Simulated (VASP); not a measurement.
MgO, 2 atoms in the cell. It takes space group I4/mmm (No. 139, tetragonal). Conventional cell: a = 3.486 Å, b = 3.486 Å, c = 3.204 Å, α = 90.00°, β = 90.00°, γ = 90.00°. Mg (site symmetry 4/mmm) has 2 O at 1.60 Å within 2.1 Å. O (site symmetry 4/mmm) has 2 Mg at 1.60 Å within 2.1 Å.  This cell differs from its parent crystal: ratio of the length along z to the lengths across it x 0.65, volume and fractional coordinates fixed.

```yaml
Program: VASP 6.6.1
Task: single point
Functional: PBEsol
Potentials_or_basis: VASP PAW PBE potentials, release 64 (Mg, O)
Cutoff: 520 eV
k_mesh: 10 × 10 × 10
Occupations: gaussian, width 0.05 eV
Spin: no spin polarisation
Dipole_correction: no
Further_INCAR_settings: ALGO = Normal; EDIFF = 1e-07; NBANDS = 11
```

Potentials or basis: VASP PAW PBE potentials, release 64 (Mg, O).

Run with:

```bash
$ cat potpaw_PBE.64/Mg/POTCAR potpaw_PBE.64/O/POTCAR > POTCAR
$ mpirun -np 1 vasp_std > vasp.out
```

Hardware: 1 thread of Intel(R) Xeon(R) Platinum 8375C CPU @ 2.90GHz (Ice Lake), on a shared host.

Problem. How long does it take, and how much memory?

Solution. It took 18 s on 1 thread of Intel(R) Xeon(R) Platinum 8375C CPU @ 2.90GHz (Ice Lake) (shared host), peak memory 0.16 GiB. Counts: scf iterations 13, k points 102.
